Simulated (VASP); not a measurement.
# MnSi (Pm-3m) in VASP: a series of runs

The runs below take MnSi through single point, with HSE06, PBE-based screened hybrid with 25 % exact exchange, r2SCAN0.

Program: VASP 6.6.1. These are calculated values, not measurements. Logs are shortened: lines on timing, memory, paths and dates and some standing lists are left out, and cuts for length are marked.

## (1) The cell of the first run

It takes space group Pm-3m (No. 221, cubic). The conventional cell has a = 3.119 Å, b = 3.119 Å, c = 3.119 Å, α = 90.00°, β = 90.00°, γ = 90.00°. Within 3.6 Å of Mn (site symmetry m-3m) lie 8 Si at 2.70 Å and 6 Mn at 3.12 Å. Within 3.6 Å of Si (site symmetry m-3m) lie 8 Mn at 2.70 Å and 6 Si at 3.12 Å.

## (2) Single point, HSE06, collinear spin, ferromagnetic start

POSCAR reads:

```
MnSi
1.0
    3.1192445929      0.0000000000      0.0000000000
    0.0000000000      3.1192445929      0.0000000000
    0.0000000000      0.0000000000      3.1192445929
Mn Si
1 1
Direct
    0.0000000000      0.0000000000      0.0000000000
    0.5000000000      0.5000000000      0.5000000000
```

INCAR.step1 reads:

```
SYSTEM = MnSi
PREC     = Accurate       ! precision mode
ENCUT    = 400            ! plane-wave cutoff, eV
EDIFF    = 1E-5           ! SCF threshold, eV
ISMEAR   = -1             ! smearing method
SIGMA    = 0.05           ! smearing width, eV
LREAL    = .FALSE.        ! projectors in reciprocal space
LASPH    = .TRUE.         ! aspherical terms in the spheres
NELM     = 200            ! most SCF steps
ALGO     = Normal         ! electronic algorithm
ISIF     = 2              ! what is computed and relaxed
LWAVE    = .TRUE.         ! write WAVECAR
ISPIN    = 2              ! spin polarisation
MAGMOM   = 4 0            ! initial moments
LORBIT   = 11             ! projections on sites
LMAXMIX  = 4              ! l up to which the mixer works
GGA      = PE             ! functional
NBANDS   = 20             ! bands
GGA_COMPAT= .FALSE.
```

INCAR.step2 reads:

```
SYSTEM = MnSi
PREC     = Accurate       ! precision mode
ENCUT    = 400            ! plane-wave cutoff, eV
EDIFF    = 1E-6           ! SCF threshold, eV
ISMEAR   = -1             ! smearing method
SIGMA    = 0.05           ! smearing width, eV
LREAL    = .FALSE.        ! projectors in reciprocal space
LASPH    = .TRUE.         ! aspherical terms in the spheres
NELM     = 200            ! most SCF steps
ALGO     = Normal         ! electronic algorithm
ISIF     = 2              ! what is computed and relaxed
LWAVE    = .FALSE.        ! write WAVECAR
LCHARG   = .TRUE.         ! write CHGCAR
ISPIN    = 2              ! spin polarisation
MAGMOM   = 4 0            ! initial moments
LORBIT   = 11             ! projections on sites
LMAXMIX  = 4              ! l up to which the mixer works
GGA      = PE             ! functional
LHFCALC  = .TRUE.         ! exact exchange
HFSCREEN = 0.2079         ! screening, 1/A
PRECFOCK = Normal       
LELF     = .TRUE.         ! ELF
LVHAR    = .TRUE.       
ISTART   = 1            
NBANDS   = 20             ! bands
GGA_COMPAT= .FALSE.
```

KPOINTS reads:

```
regular mesh
0
G
  5 5 5
  0 0 0
```

Potentials or basis: VASP PAW PBE potentials, release 64 (Mn_pv, Si).

Run with:

```sh
$ cat potpaw_PBE.64/Mn_pv/POTCAR potpaw_PBE.64/Si/POTCAR > POTCAR
$ cp INCAR.step1 INCAR
$ mpirun -np 1 vasp_std > vasp.out
$ cp INCAR.step2 INCAR
$ mpirun -np 1 vasp_std > vasp.out
```

OUTCAR:

```text
SYSTEM = MnSi
   PREC = Accurate
   ENCUT = 400
   EDIFF = 1E-6
   ISMEAR = -1
   LREAL = .FALSE.
   LASPH = .TRUE.
   NELM = 200
   ISIF = 2
   ISPIN = 2
   LORBIT = 11
   GGA = PE
   LHFCALC = .TRUE.
   HFSCREEN = 0.2079
   PRECFOCK = Normal
   ISTART = 1

 ion  position               nearest neighbor table
   1  0.000  0.000  0.000-   2 2.70   2 2.70   2 2.70   2 2.70   2 2.70   2 2.70   2 2.70   2 2.70

   2  0.500  0.500  0.500-   1 2.70   1 2.70   1 2.70   1 2.70   1 2.70   1 2.70   1 2.70   1 2.70

  LATTYP: Found a simple cubic cell.
 ALAT       =     3.1192445929

  Lattice vectors:

 A1 = (   3.1192445929,   0.0000000000,   0.0000000000)
 A2 = (   0.0000000000,   3.1192445929,   0.0000000000)
 A3 = (   0.0000000000,   0.0000000000,   3.1192445929)

Analysis of symmetry for initial positions (statically):
=====================================================================
 Subroutine PRICEL returns:
 Original cell was already a primitive cell.

 Routine SETGRP: Setting up the symmetry group for a
 simple cubic supercell.

 Subroutine GETGRP returns: Found 48 space group operations
 (whereof 48 operations were pure point group operations)
 out of a pool of 48 trial point group operations.

The static configuration has the point symmetry O_h .

Analysis of symmetry for dynamics (positions and initial velocities):
=====================================================================
 Subroutine PRICEL returns:
 Original cell was already a primitive cell.

 Routine SETGRP: Setting up the symmetry group for a
 simple cubic supercell.

 Subroutine GETGRP returns: Found 48 space group operations
 (whereof 48 operations were pure point group operations)
 out of a pool of 48 trial point group operations.

The dynamic configuration has the point symmetry O_h .

Analysis of structural, dynamic, and magnetic symmetry:
=====================================================================
 Subroutine PRICEL returns:
 Original cell was already a primitive cell.

 Routine SETGRP: Setting up the symmetry group for a
 simple cubic supercell.

 Subroutine GETGRP returns: Found 48 space group operations
 (whereof 48 operations were pure point group operations)
 out of a pool of 48 trial point group operations.

The overall configuration has the point symmetry O_h .

 Subroutine INISYM returns: Found 48 space group operations
 (whereof 48 operations are pure point group operations),
 and found     1 'primitive' translations

----------------------------------------------------------------------------------------

                                     Primitive cell

  volume of cell :      30.3493

  direct lattice vectors                    reciprocal lattice vectors
     3.119244593  0.000000000  0.000000000     0.320590441  0.000000000  0.000000000
     0.000000000  3.119244593  0.000000000     0.000000000  0.320590441  0.000000000
     0.000000000  0.000000000  3.119244593     0.000000000  0.000000000  0.320590441

  length of vectors
     3.119244593  3.119244593  3.119244593     0.320590441  0.320590441  0.320590441

  position of ions in fractional coordinates (direct lattice)
     0.000000000  0.000000000  0.000000000
     0.500000000  0.500000000  0.500000000

  ion indices of the primitive-cell ions
   primitive index   ion index
                 1           1
                 2           2

----------------------------------------------------------------------------------------

 KPOINTS: regular mesh

Automatic generation of k-mesh.
 Grid dimensions read from file:
 generate k-points for:    5    5    5

 Generating k-lattice:

  Cartesian coordinates                     Fractional coordinates (reciprocal lattice)
     0.064118088  0.000000000  0.000000000     0.200000000  0.000000000  0.000000000
     0.000000000  0.064118088  0.000000000     0.000000000  0.200000000  0.000000000
     0.000000000  0.000000000  0.064118088     0.000000000  0.000000000  0.200000000

  Length of vectors
     0.064118088  0.064118088  0.064118088

  Shift w.r.t. Gamma in fractional coordinates (k-lattice)
     0.000000000  0.000000000  0.000000000

 Subroutine IBZKPT returns following result:
 ===========================================

 Found     10 irreducible k-points:

 Following reciprocal coordinates:
            Coordinates               Weight
  0.000000  0.000000  0.000000      1.000000
  0.200000  0.000000  0.000000      6.000000
  0.400000  0.000000  0.000000      6.000000
  0.200000  0.200000  0.000000     12.000000
  0.400000  0.200000  0.000000     24.000000
  0.400000  0.400000  0.000000     12.000000
  0.200000  0.200000  0.200000      8.000000
  0.400000  0.200000  0.200000     24.000000
  0.400000  0.400000  0.200000     24.000000
  0.400000  0.400000  0.400000      8.000000
   k-points           NKPTS =     10   k-points in BZ     NKDIM =    125   number of bands    NBANDS=     20
   number of dos      NEDOS =    301   number of ions     NIONS =      2
[... 48 lines left out ...]
   AEXX    =    0.2500 exact exchange contribution
   HFSCREEN=    0.2079 screening length (either q_TF or 0.3 A-1)
   HFSCREENC=   0.2079 screening length for correlation (either q_TF or 0.3 A-1)
   ENCUTFOCK=  -1.0 apply spherical cutoff to Coloumb kernel
   IVDW    =     0    specifies the selected vdW correction
   LEPSILON=     F    determine dielectric tensor
   LRPA    =     F    only Hartree local field effects (RPA)
 spin polarized calculation
  energy-cutoff  :      400.00
  volume of cell :       30.35
 maximum number of plane-waves:       558
  NGX = 16; NGY = 16; NGZ = 16

 number of electron      17.0000085 magnetization       3.8816256

 Free energy of the ion-electron system (eV)
  ---------------------------------------------------
  ext. energy  EPLUGINS =         0.00000000
  ---------------------------------------------------
  free energy    TOTEN  =       -18.76523782 eV

  energy without entropy =      -18.75633212  energy(sigma->0) =      -18.76078497

 E-fermi :   8.9280     XC(G=0):  -9.3933

 val. band max:        8.9040086714   @ k =   0.4000   0.4000   0.4000
 cond. band min:       8.9513720599   @ k =   0.2000   0.2000   0.2000
 fundamental gap:      0.0473633885
 Fermi energy:         8.9279562684

 spin component 1

 k-point     1 :       0.0000    0.0000    0.0000
  band No.  band energies     occupation
      1     -46.3342      1.00000
      2     -46.3342      1.00000
      3     -46.3342      1.00000
      4      -4.6803      1.00000
      5       2.6236      1.00000
      6       2.6236      1.00000
[... 12 lines left out ...]
     19      27.9614      0.00000
     20      27.9614      0.00000

 k-point     2 :       0.2000    0.0000    0.0000
  band No.  band energies     occupation
      1     -46.3480      1.00000
      2     -46.3338      1.00000
      3     -46.3338      1.00000
      4      -4.0154      1.00000
      5       2.5941      1.00000
      6       2.7309      1.00000
[... 176 lines left out ...]
 k-point    10 :       0.4000    0.4000    0.4000
  band No.  band energies     occupation
      1     -46.3627      1.00000
      2     -46.3627      1.00000
      3     -46.3625      1.00000
      4       0.8840      1.00000
      5       2.0261      1.00000
      6       2.0261      1.00000
[... 12 lines left out ...]
     19      32.1926      0.00000
     20      32.9634      0.00000
 Fermi energy:         8.9279562684

 spin component 2

 k-point     1 :       0.0000    0.0000    0.0000
  band No.  band energies     occupation
      1     -40.4087      1.00000
      2     -40.4087      1.00000
      3     -40.4087      1.00000
      4      -4.7071      1.00000
      5       8.0868      1.00000
      6       8.0868      1.00000
[... 12 lines left out ...]
     19      28.8432      0.00000
     20      28.8432      0.00000

 k-point     2 :       0.2000    0.0000    0.0000
  band No.  band energies     occupation
      1     -40.4303      1.00000
      2     -40.4073      1.00000
      3     -40.4073      1.00000
      4      -4.0551      1.00000
      5       5.6062      1.00000
      6       8.5138      0.99975
[... 176 lines left out ...]
 k-point    10 :       0.4000    0.4000    0.4000
  band No.  band energies     occupation
      1     -40.4486      1.00000
      2     -40.4471      1.00000
      3     -40.4471      1.00000
      4       1.7698      1.00000
      5       4.6013      1.00000
      6       4.6013      1.00000
[... 12 lines left out ...]
     19      32.7194      0.00000
     20      33.2134      0.00000

------------------------ aborting loop because EDIFF is reached ----------------------------------------

  FORCE on cell =-STRESS in cart. coord.  units (eV):
  Direction    XX          YY          ZZ          XY          YZ          ZX
  --------------------------------------------------------------------------------------
  -------------------------------------------------------------------------------------
  Total       -0.1106547     -0.1106547     -0.1106547      0.0000000      0.0000000     -0.0000000
  in kB       -5.8416055     -5.8416055     -5.8416055      0.0000000      0.0000000     -0.0000000
  external PRESSURE =      -5.8416055 kB  Pullay stress =       0.0000000 kB

 VOLUME and BASIS-vectors are now :
 -----------------------------------------------------------------------------
  energy-cutoff  :      400.00
  volume of cell :       30.35
      direct lattice vectors                 reciprocal lattice vectors
     3.119244593  0.000000000  0.000000000     0.320590441  0.000000000  0.000000000
     0.000000000  3.119244593  0.000000000     0.000000000  0.320590441  0.000000000
     0.000000000  0.000000000  3.119244593     0.000000000  0.000000000  0.320590441

 POSITION                                       TOTAL-FORCE (eV/Angst)
 -----------------------------------------------------------------------------------
      0.00000      0.00000      0.00000         0.000000      0.000000      0.000000
      1.55962      1.55962      1.55962         0.000000      0.000000      0.000000
 -----------------------------------------------------------------------------------
    total drift:                               -0.000004      0.000001      0.000004

  FREE ENERGIE OF THE ION-ELECTRON SYSTEM (eV)
  ---------------------------------------------------
  free  energy   TOTEN  =       -18.7652378175 eV

  energy  without entropy=      -18.7563321248  energy(sigma->0) =      -18.76078497

 total charge

# of ion       s       p       d       tot
------------------------------------------
    1        0.306   6.232   4.951  11.489
    2        0.844   0.774   0.000   1.618
--------------------------------------------------
tot          1.150   7.006   4.951  13.107

 magnetization (x)

# of ion       s       p       d       tot
------------------------------------------
    1        0.009   0.032   3.971   4.012
    2        0.008  -0.102   0.000  -0.094
--------------------------------------------------
tot          0.017  -0.070   3.971   3.918
```

Wall time 17 min (1 thread of AMD EPYC 7R43 (Zen 3), shared host); peak memory 0.21 GiB.

What came out:

```yaml
Free_energy: -18.7652 eV
Pressure: -0.6 GPa
Net_moment: 3.88 μB per cell
Site_moments: Mn +4.01; Si -0.09 μB
Valence_electrons_inside_the_program's_atomic_spheres: Mn 11.49; Si 1.62
```

Caveat: the k points lie up to 0.40 Å⁻¹ apart; the PAW data sets were made with another functional, which shifts forces and pressure a little.

## (3) Single point, PBE-based screened hybrid with 25 % exact exchange, collinear spin, ferromagnetic start

POSCAR reads:

```
MnSi
1.0
    3.1201017535      0.0000000000      0.0000000000
    0.0000000000      3.1201017535      0.0000000000
    0.0000000000      0.0000000000      3.1201017535
Mn Si
1 1
Direct
    0.0000000000      0.0000000000      0.0000000000
    0.5000000000      0.5000000000      0.5000000000
```

INCAR.step1 reads:

```
  ALGO = Normal
  EDIFF = 1E-5
  ENCUT = 400
  GGA = PE
  GGA_COMPAT = False
  ISIF = 2
  ISMEAR = -1
  ISPIN = 2
  LASPH = True
  LCHARG = False
  LMAXMIX = 4
  LORBIT = 11
  LREAL = False
  LWAVE = True
  MAGMOM = 4 0
  NBANDS = 20
  NELM = 200
  PREC = Accurate
  SIGMA = 0.05
```

INCAR.step2 reads:

```
  AEXX = 0.25
  ALGO = Normal
  EDIFF = 1E-6
  ENCUT = 400
  GGA = PE
  GGA_COMPAT = False
  HFSCREEN = 0.3
  ISIF = 2
  ISMEAR = -1
  ISPIN = 2
  ISTART = 1
  LASPH = True
  LCHARG = False
  LHFCALC = True
  LMAXMIX = 4
  LORBIT = 11
  LREAL = False
  LWAVE = False
  MAGMOM = 4 0
  NBANDS = 20
  NELM = 200
  PREC = Accurate
  PRECFOCK = Normal
  SIGMA = 0.05
```

KPOINTS reads:

```
k-points
0
Gamma
  5 5 5
```

Potentials or basis: VASP PAW PBE potentials, release 64 (Mn_pv, Si).

Run with:

```sh
$ cat potpaw_PBE.64/Mn_pv/POTCAR potpaw_PBE.64/Si/POTCAR > POTCAR
$ cp INCAR.step1 INCAR
$ mpirun -np 1 vasp_std > vasp.out
$ cp INCAR.step2 INCAR
$ mpirun -np 1 vasp_std > vasp.out
```

It took 18 min on 1 thread of AMD EPYC 7R43 (Zen 3), shared host; peak memory 0.21 GiB.

The run converged. Its results:

| Item | Value |
| --- | --- |
| Free energy | -18.1625 eV |
| Pressure | -0.6 GPa |
| Net moment | 3.88 μB per cell |
| Site moments | Mn +4.00; Si -0.09 μB |
| Valence electrons inside the program's atomic spheres | Mn 11.49; Si 1.62 |

Levels at points of the mesh, in eV from the Fermi level:
Spin up:
| k point | band 8 | band 9 | band 10 | band 11 | band 12 | band 13 |
| --- | --- | --- | --- | --- | --- | --- |
| (0.00, 0.00, 0.00) | -4.53 | -4.53 | 1.90 | 1.90 | 1.90 | 6.62 |
Spin down:
| k point | band 2 | band 3 | band 4 | band 5 | band 6 | band 7 | band 8 | band 9 | band 10 | band 11 |
| --- | --- | --- | --- | --- | --- | --- | --- | --- | --- | --- |
| (0.00, 0.00, 0.00) | -49.17 | -49.17 | -13.43 | -0.82 | -0.82 | 1.89 | 1.89 | 1.89 | 2.69 | 2.69 |

Caveat: the k points lie up to 0.40 Å⁻¹ apart; the PAW data sets were made with another functional, which shifts forces and pressure a little.

## (4) Single point, r2SCAN0, collinear spin, ferromagnetic start

This run uses another cell than the first one, of 14.50 Å³/atom.

POSCAR reads:

```
MnSi
1.0
    3.0721807200      0.0000000000      0.0000000000
    0.0000000000      3.0721807200      0.0000000000
    0.0000000000      0.0000000000      3.0721807200
Mn Si
1 1
Direct
    0.0000000000      0.0000000000      0.0000000000
    0.5000000000      0.5000000000      0.5000000000
```

INCAR.step1 reads:

```
PREC = Accurate ; ENCUT = 520
EDIFF = 1E-5 ; ISMEAR = -1
SIGMA = 0.05 ; LREAL = False
LASPH = True ; NELM = 150
ALGO = Normal ; ISIF = 2
LWAVE = True ; LCHARG = False
ISPIN = 2 ; MAGMOM = 4 0
LORBIT = 11 ; LMAXMIX = 4
GGA = PE ; NBANDS = 20
```

INCAR.step2 reads:

```
PREC = Accurate ; ENCUT = 520
EDIFF = 1E-6 ; ISMEAR = -1
SIGMA = 0.05 ; LREAL = False
LASPH = True ; NELM = 150
ALGO = Normal ; ISIF = 2
LWAVE = False ; LCHARG = False
ISPIN = 2 ; MAGMOM = 4 0
LORBIT = 11 ; LMAXMIX = 4
METAGGA = R2SCAN ; LHFCALC = True
AEXX = 0.25 ; LMIXTAU = True
PRECFOCK = Normal ; ISTART = 1
NBANDS = 20
```

KPOINTS reads:

```
regular mesh
0
Gamma
  5 5 5
```

Run with:

```sh
$ cat potpaw_PBE.64/Mn_pv/POTCAR potpaw_PBE.64/Si/POTCAR > POTCAR
$ cp INCAR.step1 INCAR
$ mpirun -np 1 vasp_std > vasp.out
$ cp INCAR.step2 INCAR
$ mpirun -np 1 vasp_std > vasp.out
```

Wall time 27 min (1 thread of Intel Xeon Platinum 8375C at 2.90GHz (Ice Lake), shared host); peak memory 0.17 GiB.

Results (log left out):

```
Free energy                                           : -27.6637 eV
Pressure                                              : -2.2 GPa
Net moment                                            : 3.43 μB per cell
Site moments                                          : Mn +3.79; Si -0.13 μB
Valence electrons inside the program's atomic spheres : Mn 11.58; Si 1.62
```

Levels at points of the mesh, in eV from the Fermi level:
Spin up:
| k point | band 7 | band 8 | band 9 | band 10 | band 11 | band 12 | band 13 | band 14 |
| --- | --- | --- | --- | --- | --- | --- | --- | --- |
| (0.00, 0.00, 0.00) | -5.25 | -5.25 | -5.25 | 2.41 | 2.41 | 2.41 | 7.32 | 7.32 |
Spin down:
```csv
k point,band 3,band 4,band 5,band 6,band 7,band 8,band 9,band 10,band 11,band 12
"(0.00, 0.00, 0.00)",-50.53,-15.30,-1.85,-1.85,2.29,2.29,2.29,3.87,3.87,3.87
```

Caveat: the k points lie up to 0.41 Å⁻¹ apart; the PAW data sets were made with another functional, which shifts forces and pressure a little.

## (5) Overview

| level | cell | cutoff (eV) | screening parameter | gap on the mesh (eV) | pressure (GPa) | moment (μB) |
| --- | --- | --- | --- | --- | --- | --- |
| HSE06 | a = 3.119 Å, 2 atoms | 400 | 0.2079 1/Å | none | -0.6 | 3.88 |
| PBE-based screened hybrid with 25 % exact exchange | a = 3.120 Å, 2 atoms | 400 | 0.3 1/Å | none | -0.6 | 3.88 |
| r2SCAN0 | a = 3.072 Å, 2 atoms | 520 | - | none | -2.2 | 3.43 |

Alike in all rows: task single point; potentials or basis VASP PAW PBE potentials, release 64 (Mn_pv, Si); spin collinear, ferromagnetic start; k mesh 5 × 5 × 5; smearing fermi-dirac 0.05 eV.

Caveats: all runs use coarse meshes; the PAW data sets were made with another functional, which shifts forces and pressure a little.

Total energies depend on the potentials used, so only differences within one code and one set of settings carry meaning.
